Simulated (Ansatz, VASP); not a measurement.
# TaGe3Ru in VASP and in Ansatz

```xyz
5
Lattice="2.5998 -2.7949 0.0000 2.5998 2.7949 0.0000 0.0000 0.0000 6.5302" Properties=species:S:1:pos:R:3 pbc="T T T"
Ta    2.5998    0.0000    3.2651
Ge    0.0000    0.0000    5.1373
Ge    0.0000    0.0000    1.3929
Ge    0.0000    0.0000    3.2651
Ru    2.5998    0.0000    0.0000
```

Alike in both runs: task single point; functional PBE; k mesh 4 × 4 × 4; occupations gaussian, width 0.1 eV; no spin polarisation.

|  | VASP | Ansatz |
| --- | --- | --- |
| version | VASP 6.6.1 | Ansatz 0.2.0 |
| potentials or method | VASP PAW PBE potentials, release 64 (Ta_pv, Ge_d, Ru_pv), cutoff 520 eV | scalar-relativistic, plane waves, PAW |
| valence electrons in the cell | 67 | 71 |

```tsv
	VASP	Ansatz	Ansatz less VASP
gap on the k mesh at the Fermi level (eV)	none	none	-
pressure (GPa)	16.3	14.4	-1.88
traceless stress, the component that is largest in VASP (GPa)	67.21	63.66	-3.554
rms of the force components (eV/Å)	5.720	5.398	-0.3224
```

Atom by atom the forces differ by 0.322 eV/Å (rms over components). A gap of «none» marks a metal or a gap that the smearing closes. VASP's potentials hold 67 valence electrons a cell and Ansatz's 71, so a difference there can come from the potentials and not from the codes.

The k mesh is coarse, so the values compare programs but aren't converged. Spin-orbit coupling is off throughout.
